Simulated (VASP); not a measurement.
# Sb4H in VASP: notebook

Runs on Sb4H. Level: PBEsol. Tasks: relaxation of the atoms.

All numbers are computed with VASP 6.6.1; they aren't measurements. Logs are shortened: lines on timing, memory, paths and dates and some standing lists are left out, and cuts for length are marked.

## 1. The cell of the first run

The cell holds a slab with vacuum, 5 atoms: a = 3.062 Å, b = 4.330 Å, c = 25.495 Å, α = 90.00°, β = 90.00°, γ = 90.00°.

## 2. Relaxation of the atoms, PBEsol

Contents of INCAR:

```
PREC = Accurate ; ENCUT = 520
EDIFF = 1E-7 ; ISMEAR = 0
SIGMA = 0.1 ; LREAL = False
LASPH = True ; NELM = 80
ALGO = Normal ; ISIF = 2
LWAVE = False ; LCHARG = False
LDIPOL = True ; IDIPOL = 3
DIPOL = 0.5 0.5 0.501 ; GGA = PS
IBRION = 2 ; NSW = 90
EDIFFG = -0.03
```

Contents of KPOINTS:

```
regular mesh
0
Gamma
  9 7 1
```

Contents of POSCAR:

```
Sb4H
1.0
    3.0617437794      0.0000000000      0.0000000000
    0.0000000000      4.3299595773      0.0000000000
    0.0000000000      0.0000000000     25.4949393660
Sb H
4 1
Selective dynamics
Direct
    0.0000000000      0.5000000000      0.3333994986  F F F
    0.0000000000      0.0000000000      0.4183175192  F F F
    0.0000000000      0.5000000000      0.5127236439  T T T
    0.0000000000      0.0000000000      0.5876401211  T T T
    0.0000000000      0.0000000000      0.6543200208  T T T
```

Potentials or basis: VASP PAW PBE potentials, release 64 (Sb, H).

Launch:

```sh
$ cat potpaw_PBE.64/Sb/POTCAR potpaw_PBE.64/H/POTCAR > POTCAR
$ mpirun -np 1 vasp_std > vasp.out
```

OUTCAR:

```text
PREC = Accurate
   ENCUT = 520
   EDIFF = 1E-7
   ISMEAR = 0
   LREAL = False
   LASPH = True
   NELM = 80
   ISIF = 2
   GGA = PS
   IBRION = 2
   NSW = 90
   EDIFFG = -0.03

 ion  position               nearest neighbor table
   1  0.000  0.500  0.333-   2 3.06   2 3.06
   2  0.000  0.000  0.418-   1 3.06   1 3.06   3 3.24   3 3.24
   3  0.000  0.500  0.513-   4 2.89   4 2.89   2 3.24   2 3.24
   4  0.000  0.000  0.588-   5 1.70   3 2.89   3 2.89
   5  0.000  0.000  0.654-   4 1.70

  LATTYP: Found a simple orthorhombic cell.
 ALAT       =     3.0617437794
 B/A-ratio  =     1.4142135624
 C/A-ratio  =     8.3269343234

  Lattice vectors:

 A1 = (   3.0617437794,   0.0000000000,   0.0000000000)
 A2 = (   0.0000000000,   4.3299595773,   0.0000000000)
 A3 = (   0.0000000000,   0.0000000000,  25.4949393660)

Analysis of symmetry for initial positions (statically):
=====================================================================
 Subroutine PRICEL returns:
 Original cell was already a primitive cell.

 Routine SETGRP: Setting up the symmetry group for a
 simple orthorhombic supercell.

 Subroutine GETGRP returns: Found  4 space group operations
 (whereof  4 operations were pure point group operations)
 out of a pool of  8 trial point group operations.

The static configuration has the point symmetry C_2v.

Analysis of symmetry for dynamics (positions and initial velocities):
=====================================================================
 Subroutine PRICEL returns:
 Original cell was already a primitive cell.

 Routine SETGRP: Setting up the symmetry group for a
 simple orthorhombic supercell.

 Subroutine GETGRP returns: Found  4 space group operations
 (whereof  4 operations were pure point group operations)
 out of a pool of  8 trial point group operations.

The dynamic configuration has the point symmetry C_2v.

Analysis of constrained symmetry for selective dynamics:
=====================================================================
 Subroutine PRICEL returns:
 Original cell was already a primitive cell.

 Routine SETGRP: Setting up the symmetry group for a
 simple orthorhombic supercell.

 Subroutine GETGRP returns: Found  4 space group operations
 (whereof  4 operations were pure point group operations)
 out of a pool of  8 trial point group operations.

The constrained configuration has the point symmetry C_2v.

 Subroutine INISYM returns: Found  4 space group operations
 (whereof  4 operations are pure point group operations),
 and found     1 'primitive' translations

----------------------------------------------------------------------------------------

                                     Primitive cell

  volume of cell :     337.9922

  direct lattice vectors                    reciprocal lattice vectors
     3.061743779  0.000000000  0.000000000     0.326611262  0.000000000  0.000000000
     0.000000000  4.329959577  0.000000000     0.000000000  0.230949038  0.000000000
     0.000000000  0.000000000 25.494939366     0.000000000  0.000000000  0.039223470

  length of vectors
     3.061743779  4.329959577 25.494939366     0.326611262  0.230949038  0.039223470

  position of ions in fractional coordinates (direct lattice)
     0.000000000  0.500000000  0.333399499
     0.000000000  0.000000000  0.418317519
     0.000000000  0.500000000  0.512723644
     0.000000000  0.000000000  0.587640121
     0.000000000  0.000000000  0.654320021

  ion indices of the primitive-cell ions
   primitive index   ion index
                 1           1
                 2           2
                 3           3
                 4           4
[... 65 lines left out ...]
   LASPH  =      T    aspherical Exc in radial PAW
   ENCUT  =  520.0 eV  38.22 Ry    6.18 a.u.   5.69  8.05 47.40*2*pi/ulx,y,z
   NELM   =     80;   NELMIN=  2; NELMDL= -5     # of ELM steps
   EDIFF  = 0.1E-06   stopping-criterion for ELM
   LREAL  =      F    real-space projection
   EDIFFG = -.3E-01   stopping-criterion for IOM
   NSW    =     90    number of steps for IOM
   IBRION =      2    ionic relax: 0-MD 1-quasi-New 2-CG
   NFREE  =      1    steps in history (QN), initial steepest desc. (CG)
   ISIF   =      2    stress and relaxation
   ISYM   =      2    0-nonsym 1-usesym 2-fastsym
   POTIM  = 0.5000    time-step for ionic-motion
   TEBEG  =    0.0;   TEEND  =   0.0 temperature during run
   PSTRESS=    0.0 pullay stress
   NELECT =      21.0000    total number of electrons
   NUPDOWN=      -1.0000    fix difference up-down
   EMIN   =  10.00;   EMAX   =-10.00  energy-range for DOS
   EFERMI =   0.00;   METHOD = LEGACY
   ISMEAR =     0;   SIGMA  =   0.10  broadening in eV -4-tet -1-fermi 0-gaus
   EFERMI_NEDOS =   21; number of points for ismear=-14 and -15
   IALGO  =     38    algorithm
   IMIX   =      4    mixing-type and parameters
     AMIX     =   0.40;   BMIX     =  1.00
     AMIX_MAG =   1.60;   BMIX_MAG =  1.00
  volume/ion in A,a.u.               =      67.60       456.18
  Fermi-wavevector in a.u.,A,eV,Ry     =   0.648404  1.225306  5.720267  0.420428
  Thomas-Fermi vector in A             =   1.717026
   LORBIT       =      0    0 simple, 1 ext, 2 COOP (PROOUT), +10 PAW based schemes
   GGA     = PS    functional components
   LHFCALC =     F    Hartree Fock is set to
   AEXX    =    0.0000 exact exchange contribution
   IVDW    =     0    specifies the selected vdW correction
   LEPSILON=     F    determine dielectric tensor
   LRPA    =     F    only Hartree local field effects (RPA)
 conjugate gradient relaxation of ions
 non-spin polarized calculation
 Gauss-broadening in eV      SIGMA  =   0.10
  energy-cutoff  :      520.00
  volume of cell :      337.99
 maximum number of plane-waves:      9176
 NGX is ok and might be reduce to    24
   NGX = 11   NGY = 17   NGZ = 95

--------------------------------------- Ionic step        1  -------------------------------------------

 number of electron      20.9999997 magnetization

 Free energy of the ion-electron system (eV)
  ---------------------------------------------------
  ext. energy  EPLUGINS =         0.00000000
  ---------------------------------------------------
  free energy    TOTEN  =       -19.87993193 eV

  energy without entropy =      -19.86300938  energy(sigma->0) =      -19.87147065

------------------------ aborting loop because EDIFF is reached ----------------------------------------

  FORCE on cell =-STRESS in cart. coord.  units (eV):
  Direction    XX          YY          ZZ          XY          YZ          ZX
  --------------------------------------------------------------------------------------
  -------------------------------------------------------------------------------------
  Total        0.1109557     -0.1033006      0.1673718      0.0000000      0.0000000      0.0000000
  in kB        0.5259608     -0.4896737      0.7933889      0.0000000      0.0000000      0.0000000
  external PRESSURE =       0.2765587 kB  Pullay stress =       0.0000000 kB
[... 137 lines left out ...]
  FREE ENERGIE OF THE ION-ELECTRON SYSTEM (eV)
  ---------------------------------------------------
  free  energy   TOTEN  =       -19.9555450278 eV

  energy  without entropy=      -19.9394640897  energy(sigma->0) =      -19.94750456

 dipolmoment           0.000000      0.000000      0.010631 electrons x Angstroem

--------------------------------------- Ionic step        5  -------------------------------------------

 number of electron      20.9999997 magnetization

------------------------ aborting loop because EDIFF is reached ----------------------------------------
[... 75 lines left out ...]
 number of electron      20.9999997 magnetization

------------------------ aborting loop because EDIFF is reached ----------------------------------------

 vacuum level on the upper side and lower side of the slab       (xc-potential included)        -0.139        -0.049

  FORCE on cell =-STRESS in cart. coord.  units (eV):
  Direction    XX          YY          ZZ          XY          YZ          ZX
  --------------------------------------------------------------------------------------
  -------------------------------------------------------------------------------------
  Total       -1.3732118     -1.4746839     -1.0396946      0.0000000      0.0000000      0.0000000
  in kB       -6.5094071     -6.9904132     -4.9284426      0.0000000      0.0000000      0.0000000
  external PRESSURE =      -6.1427543 kB  Pullay stress =       0.0000000 kB
[... 26 lines left out ...]
--------------------------------------- Ionic step        8  -------------------------------------------

 number of electron      20.9999997 magnetization

 dipolmoment           0.000000      0.000000     -0.006181 electrons x Angstroem

 Free energy of the ion-electron system (eV)
  ---------------------------------------------------
  ext. energy  EPLUGINS =         0.00000000
  ---------------------------------------------------
  free energy    TOTEN  =       -19.96467427 eV

  energy without entropy =      -19.94647933  energy(sigma->0) =      -19.95557680

 E-fermi :  -0.3223     XC(G=0):  -4.1216

 val. band max:       -0.3369483286   @ k =   0.1111   0.4286   0.0000
 cond. band min:      -0.3131325041   @ k =   0.3333   0.1429   0.0000
 fundamental gap:      0.0238158244
 Fermi energy:        -0.3222553123

 k-point     1 :       0.0000    0.0000    0.0000
  band No.  band energies     occupation
      1     -12.6649      2.00000
      2     -11.7524      2.00000
      3     -10.2520      2.00000
      4      -8.7141      2.00000
      5      -4.8924      2.00000
      6      -3.5340      2.00000
      7      -2.9007      2.00000
      8      -2.3336      2.00000
      9      -1.2351      2.00000
     10      -0.2647      0.41573
     11       0.7599      0.00000
     12       1.5694      0.00000
     13       1.7697      0.00000
     14       3.1965      0.00000
[... 311 lines left out ...]
      3      -8.0758      2.00000
      4      -7.6241      2.00000
      5      -4.4282      2.00000
      6      -4.2499      2.00000
      7      -3.9078      2.00000
      8      -3.6964      2.00000
      9      -3.4650      2.00000
     10      -3.1802      2.00000
     11      -2.1695      2.00000
     12      -0.9753      2.00000
     13       0.8548      0.00000
     14       1.7594      0.00000

------------------------ aborting loop because EDIFF is reached ----------------------------------------

 vacuum level on the upper side and lower side of the slab       (xc-potential included)        -0.049         0.034

  FORCE on cell =-STRESS in cart. coord.  units (eV):
  Direction    XX          YY          ZZ          XY          YZ          ZX
  --------------------------------------------------------------------------------------
  -------------------------------------------------------------------------------------
  Total       -1.3662651     -1.4786779     -1.0007520      0.0000000      0.0000000      0.0000000
  in kB       -6.4764779     -7.0093458     -4.7438436      0.0000000      0.0000000      0.0000000
  external PRESSURE =      -6.0765557 kB  Pullay stress =       0.0000000 kB
[... 20 lines left out ...]
  FREE ENERGIE OF THE ION-ELECTRON SYSTEM (eV)
  ---------------------------------------------------
  free  energy   TOTEN  =       -19.9646742688 eV

  energy  without entropy=      -19.9464793264  energy(sigma->0) =      -19.95557680

 reached required accuracy - stopping structural energy minimisation

 vacuum level on the upper side and lower side of the slab         4.077         4.162
```

Run time: 7 min. Hardware: 1 thread of AMD EPYC 9R45 (Zen 5), shared host; peak memory 0.43 GiB.

Results:

```yaml
Free_energy: -19.9647 eV
Energy_gained_by_relaxing: 16.9 meV/atom
Ionic_steps: 8
Band_gap_on_the_k_mesh: zero (an odd number of electrons rules out a gap without spin polarisation)
```

Step by step:
| step | energy change (eV) | largest force on free atoms (eV/Å) | pressure (GPa) |
| --- | --- | --- | --- |
| 1 | 0.0000 | 0.8111 | 0.03 |
| 2 | -0.0405 | 0.5961 | -0.19 |
| 3 | -0.0477 | 0.6379 | -0.32 |
| 4 | -0.0756 | 0.3074 | -0.48 |
| 5 | -0.0846 | 0.0605 | -0.60 |
| 6 | -0.0847 | 0.0399 | -0.61 |
| 7 | -0.0847 | 0.0305 | -0.61 |
| 8 | -0.0847 | 0.0155 | -0.61 |

Final structure:
```
Sb H
1.0
     3.06174    0.00000    0.00000
     0.00000    4.32996    0.00000
     0.00000    0.00000   25.49494
Sb H
4 1
Direct
  0.00000 0.50000 0.33340
  0.00000 0.00000 0.41832
  0.00000 0.50000 0.50615
  0.00000 0.00000 0.58901
  0.00000 0.00000 0.65798
```

Caveat: the PAW data sets were made with another functional, which shifts forces and pressure a little; spin-orbit coupling is left out, which moves the levels of the heavy elements; an odd number of electrons without spin polarisation forces a metal; a magnetic or distorted state may lie lower.

## 3. Relaxation of the atoms, PBEsol

Contents of INCAR:

```
SYSTEM = Sb4H
PREC     = Accurate       ! precision mode
ENCUT    = 520            ! plane-wave cutoff, eV
EDIFF    = 1E-7           ! SCF threshold, eV
ISMEAR   = 0              ! smearing method
SIGMA    = 0.1            ! smearing width, eV
LREAL    = .FALSE.        ! projectors in reciprocal space
LASPH    = .TRUE.         ! aspherical terms in the spheres
NELM     = 100            ! most SCF steps
ALGO     = Normal         ! electronic algorithm
ISIF     = 2              ! what is computed and relaxed
LWAVE    = .FALSE.        ! write WAVECAR
LCHARG   = .FALSE.        ! write CHGCAR
LDIPOL   = .TRUE.       
IDIPOL   = 3            
DIPOL    = 0.5 0.5 0.480
GGA      = PS             ! functional
IBRION   = 2              ! ionic algorithm
NSW      = 90             ! ionic steps
EDIFFG   = -0.03          ! ionic threshold
```

Contents of KPOINTS:

```
regular mesh
0
G
  9 7 1
  0 0 0
```

Edit POSCAR of step 2 so:

```diff
@@ -13,2 +13,2 @@
     0.0000000000      0.0000000000      0.5876401211  T T T
-    0.0000000000      0.0000000000      0.6543200208  T T T
+    0.5000000000      0.5000000000      0.5499855895  T T T
```

Potentials or basis: VASP PAW PBE potentials, release 64 (Sb, H).

Launch:

```sh
$ cat potpaw_PBE.64/Sb/POTCAR potpaw_PBE.64/H/POTCAR > POTCAR
$ mpirun -np 1 vasp_std > vasp.out
```

Run time: 8.2 min. Hardware: 1 thread of AMD EPYC 9R45 (Zen 5), shared host; peak memory 0.43 GiB.

It converged, with:

```yaml
Free_energy: -19.2901 eV
Energy_gained_by_relaxing: 22.5 meV/atom
Ionic_steps: 12
Band_gap_on_the_k_mesh: zero (an odd number of electrons rules out a gap without spin polarisation)
```

Step by step:
```tsv
step	energy change (eV)	largest force on free atoms (eV/Å)	pressure (GPa)
1	0.0000	1.1072	1.26
2	-0.0708	0.4102	0.82
3	-0.0872	0.1180	0.52
4	-0.0872	0.1303	0.51
5	-0.0890	0.1251	0.49
6	-0.0937	0.1104	0.45
7	-0.1010	0.0908	0.37
8	-0.1077	0.1219	0.22
9	-0.1116	0.0599	0.22
10	-0.1120	0.0547	0.23
11	-0.1121	0.0789	0.12
12	-0.1124	0.0236	0.17
```

Final structure:
```
Sb H
1.0
     3.06174    0.00000    0.00000
     0.00000    4.32996    0.00000
     0.00000    0.00000   25.49494
Sb H
4 1
Direct
  0.00000 0.50000 0.33340
  0.00000 0.00000 0.41832
  0.00000 0.50000 0.51486
  0.00000 0.00000 0.59641
  0.50000 0.50000 0.55879
```

Levels at points of the mesh, in eV from the Fermi level:
```csv
k point,band 6,band 7,band 8,band 9,band 10,band 11,band 12,band 13,band 14
"(0.00, 0.00, 0.00)",-3.39,-2.26,-2.06,-1.71,0.11,0.34,1.78,2.68,3.21
```

Caveat: the PAW data sets were made with another functional, which shifts forces and pressure a little; spin-orbit coupling is left out, which moves the levels of the heavy elements; an odd number of electrons without spin polarisation forces a metal; a magnetic or distorted state may lie lower.

The gap in the log of VASP goes by the Fermi energy; the results here count the filled bands.